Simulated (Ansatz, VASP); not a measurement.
**MgS in VASP and in Ansatz**

File INCAR:

```
  PREC = Accurate
  ENCUT = 520
  EDIFF = 1E-6
  ISMEAR = -1
  SIGMA = 0.03
  LREAL = F
  LASPH = T
  NELM = 80
  ALGO = Normal
  ISIF = 2
  LWAVE = F
  LCHARG = F
  GGA = PS
  NBANDS = 11
```

KPOINTS

```
regular mesh
0
Gamma
  10 10 10
```

Contents of POSCAR:

```
MgS
1.0
    0.0000000000      2.6526756994      2.6526756994
    2.6526756994      0.0000000000      2.6526756994
    2.6526756994      2.6526756994      0.0000000000
Mg S
1 1
Direct
    0.0000000000      0.0000000000      0.0000000000
    0.5000000000      0.5000000000      0.5000000000
```

Input for Ansatz:

```yaml
crystal:
  lattice:
    - [0.0, 2.6526756994, 2.6526756994]
    - [2.6526756994, 0.0, 2.6526756994]
    - [2.6526756994, 2.6526756994, 0.0]
  atoms:
    - { symbol: Mg, position: [0.0, 0.0, 0.0] }
    - { symbol: S, position: [0.5, 0.5, 0.5] }
kpoints:
  mp_grid: { grid: [10, 10, 10] }
  band_path:
    path:
      - [0.0, 0.0, 0.0]
      - [0.5, 0.0, 0.5]
      - [0.625, 0.25, 0.625]
      - [0.375, 0.375, 0.75]
      - [0.0, 0.0, 0.0]
      - [0.5, 0.5, 0.5]
      - [0.5, 0.25, 0.75]
      - [0.5, 0.0, 0.5]
    npoints: 5
scf:
  occupations: { method: fermi_dirac, width: 0.03 }
hamiltonian:
  xc: pbesol
  pseudopotentials: { kind: all_electron, lapw: { basis_error: 0.00025 } }
output:
  forces: true
  stress: true
  eigenvalues: true
```

Change from the starting cell: volume scaled by 1.06.

Alike in both runs: task single point; functional PBEsol; k mesh 10 × 10 × 10; occupations fermi-dirac, width 0.03 eV; no spin polarisation.

|  | VASP | Ansatz |
| --- | --- | --- |
| version | VASP 6.6.1 | Ansatz 0.2.0 |
| potentials or method | VASP PAW PBE potentials, release 64 (Mg, S), cutoff 520 eV | all-electron LAPW, scalar-relativistic |

|  | VASP | Ansatz | Ansatz less VASP |
| --- | --- | --- | --- |
| gap on the k mesh at the Fermi level (eV) | 2.58 | 2.59 | +0.004 |
| pressure (GPa) | -5.0 | -4.8 | +0.19 |

VASP's potentials were made for PBE, not for PBEsol. Ansatz ran all-electron here, and VASP with PAW potentials.
